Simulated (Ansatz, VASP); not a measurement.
## Two plane-wave programs on SnO2

```
Sn O
1.0
     3.23734    1.86908    4.29084
    -3.23734    1.86908    4.29084
     0.00000   -3.73816    4.29084
Sn O
4 8
Direct
  0.85997 0.86719 0.86719
  0.36000 0.36719 0.86719
  0.36000 0.86719 0.36719
  0.85998 0.36719 0.36719
  0.15128 0.60609 0.60609
  0.65130 0.10615 0.60612
  0.65130 0.60612 0.10615
  0.61387 0.60567 0.60567
  0.15129 0.10614 0.10614
  0.11391 0.10562 0.60563
  0.11391 0.60563 0.10562
  0.61393 0.10564 0.10564
```

Change from the starting cell: mode 20 frozen in at +0.100 Å and mode 26 at +0.069 Å (largest displacements).

Alike in both runs: task single point; functional PBE; dispersion D3(BJ); k mesh 6 × 6 × 6; occupations gaussian, width 0.05 eV; no spin polarisation.

|  | VASP | Ansatz |
| --- | --- | --- |
| version | VASP 6.6.1 | Ansatz 0.2.0 |
| potentials or method | VASP PAW PBE potentials, release 64 (Sn_d, O), cutoff 520 eV | scalar-relativistic, plane waves, PAW |
| valence electrons in the cell | 104 | 104 |

VASP gave:

- gap on the k mesh at the Fermi level (eV): 1.51
- least direct gap on the mesh (eV): 1.51
- pressure (GPa): 2.8
- traceless stress, the component that is largest in VASP (GPa): 3.80
- rms of the force components (eV/Å): 0.681

**Question.** Estimate Ansatz's values.

**Answer.** gap on the k mesh at the Fermi level (eV): 1.54; least direct gap on the mesh (eV): 1.54; pressure (GPa): 2.1; traceless stress, the component that is largest in VASP (GPa): 3.75; rms of the force components (eV/Å): 0.659.

Atom by atom the forces differ by 0.033 eV/Å (rms over components).
